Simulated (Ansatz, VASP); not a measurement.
## BiTe: VASP beside Ansatz

```
Bi Te
1.0
     2.42271    1.39875    3.31729
    -2.42271    1.39875    3.31729
     0.00000   -2.79750    3.31729
Bi Te
1 1
Direct
  0.50000 0.50000 0.50000
  0.00769 0.00769 0.99231
```

Change from the starting cell: all Te atoms moved -0.050 Å, as atom 2 towards its neighbour atom 1 (Bi) at 3.252 Å.

Alike in both runs: task single point; functional PBE; k mesh 12 × 12 × 12; occupations gaussian, width 0.15 eV; no spin polarisation.

|  | VASP | Ansatz |
| --- | --- | --- |
| version | VASP 6.6.1 | Ansatz 0.2.0 |
| potentials or method | VASP PAW PBE potentials, release 64 (Bi_d, Te), cutoff 520 eV | scalar-relativistic, plane waves, PAW |
| valence electrons in the cell | 21 | 31 |

|  | VASP | Ansatz | Ansatz less VASP |
| --- | --- | --- | --- |
| gap on the k mesh at the Fermi level (eV) | none | none | - |
| pressure (GPa) | 0.0 | 0.0 | +0.05 |
| rms of the force components (eV/Å) | 0.058 | 0.057 | -0.0004 |

Atom by atom the forces differ by 0.000 eV/Å (rms over components). A gap of «none» marks a metal or a gap that the smearing closes. VASP's potentials hold 21 valence electrons a cell and Ansatz's 31, so a difference there can come from the potentials and not from the codes.

Spin-orbit coupling is off throughout.
